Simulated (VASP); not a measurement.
The system is MnS.

```
Mn S
1.0
     0.00000    2.47346    2.47346
     2.47346    0.00000    2.47346
     2.47346    2.47346    0.00000
Mn S
1 1
Direct
  0.00000 0.00000 0.00000
  0.75000 0.75000 0.75000
```

Base run:

* Program: VASP 6.6.1
* Functional: PBE
* Potentials or basis: VASP PAW PBE potentials, release 64 (Mn_pv, S)
* Cutoff: 520 eV
* k mesh: 9 × 9 × 9
* Occupations: gaussian, width 0.019 eV
* Spin: collinear spin, ferromagnetic start
* Starting moments: [4.0, 0.0] μB

Its results: pressure 3.0 GPa; net moment 0.22 μB per cell; site moments Mn +0.22; S -0.00 μB.

Problem. The run is repeated on the same cell with these changes: occupations from gaussian, width 0.019 eV to gaussian, width 0.014 eV. What comes out?

Solution. Pressure 2.8 GPa; net moment -0.09 μB per cell; site moments Mn -0.09; S +0.00 μB.

Caveats: the moment fell far below its start of 4 μB, so a state of higher moment may lie lower in energy.
